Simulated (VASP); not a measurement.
A run of VASP 6.6.1:

The input INCAR:

```
PREC     = Accurate       # precision mode
ENCUT    = 520            # plane-wave cutoff, eV
EDIFF    = 1E-6           # SCF threshold, eV
ISMEAR   = -1             # smearing method
SIGMA    = 0.08           # smearing width, eV
LREAL    = False          # projectors in reciprocal space
LASPH    = True           # aspherical terms in the spheres
NELM     = 60             # most SCF steps
ALGO     = Normal         # electronic algorithm
ISIF     = 2              # what is computed and relaxed
LWAVE    = False          # write WAVECAR
LCHARG   = True           # write CHGCAR
GGA      = PE             # functional
LELF     = True           # ELF
LVHAR    = True         
NBANDS   = 11             # bands
```

Contents of KPOINTS:

```
Automatic mesh
0
Gamma
  12 12 11
```

POSCAR

```
Ca
1.0
    3.7580036327      0.0000000000      0.0000000000
   -1.8790018163      3.2545266134      0.0000000000
    0.0000000000      0.0000000000      3.5142564010
Ca
1
Direct
    0.0000000000      0.0000000000      0.0000000000
```

Potentials or basis: VASP PAW PBE potentials, release 64 (Ca_sv).

Run with:

```sh
$ cat potpaw_PBE.64/Ca_sv/POTCAR > POTCAR
$ mpirun -np 1 vasp_std > vasp.out
```

Hardware: 1 thread of Intel Xeon 8259CL, on a shared host.

Question: How long does it take, and how much memory?

Answer: Wall time 56 s on 1 thread of Intel Xeon 8259CL, with other jobs on the host, peak memory 0.19 GiB. Counts: scf iterations 10, k points 114.
